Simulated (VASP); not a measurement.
**BaZrO3: single point with PBE**

Crystal: BaZrO3.

```
Ba Zr O
1.0
     4.26911    0.00000    0.00000
     0.00000    4.26911    0.00000
     0.00000    0.00000    4.26911
Ba Zr O
1 1 3
Direct
  0.00000 0.00000 0.00000
  0.50000 0.50000 0.50000
  0.50000 0.50000 0.00000
  0.50000 0.00000 0.50000
  0.00000 0.50000 0.50000
```

This cell differs from its parent crystal: volume changed by +3%.

- Program: VASP 6.6.1
- Task: single point
- Functional: PBE
- Potentials or basis: VASP PAW PBE potentials, release 64 (Ba_sv, Zr_sv, O)
- Cutoff: 520 eV
- k mesh: 6 × 6 × 6
- Occupations: gaussian, width 0.01 eV
- Spin: no spin polarisation
- Dipole correction: no
- Further INCAR settings: ALGO = Normal; EDIFF = 1e-07; NBANDS = 28

- Pressure: -3.3 GPa
- Band gap on the k mesh: 3.06 eV, indirect (least direct gap 3.34 eV)

Levels at points of the mesh, in eV from the valence-band top:
| k point | band 16 | band 17 | band 18 | band 19 | band 20 | band 21 | band 22 | band 23 | band 24 | band 25 |
| --- | --- | --- | --- | --- | --- | --- | --- | --- | --- | --- |
| (0.00, 0.00, 0.00) | -0.91 | -0.91 | -0.28 | -0.28 | -0.28 | 3.06 | 3.06 | 3.06 | 4.58 | 4.58 |
| (0.50, 0.00, 0.00) | -1.65 | -1.65 | -1.54 | -0.52 | -0.52 | 3.46 | 5.35 | 5.35 | 6.23 | 6.41 |
| (0.50, 0.50, 0.00) | -2.23 | -0.93 | -0.93 | -0.91 | -0.07 | 5.33 | 5.33 | 6.13 | 6.16 | 7.31 |
| (0.50, 0.50, 0.50) | -2.50 | -2.50 | 0.00 | 0.00 | 0.00 | 5.77 | 5.77 | 5.77 | 6.53 | 6.53 |

It took 21 s on 1 thread of Intel(R) Xeon(R) 6975P-C (Granite Rapids) (shared host), peak memory 0.2 GiB.

Caveat: spin-orbit coupling is left out, which moves the levels of the heavy elements. A k mesh can miss the band edges.
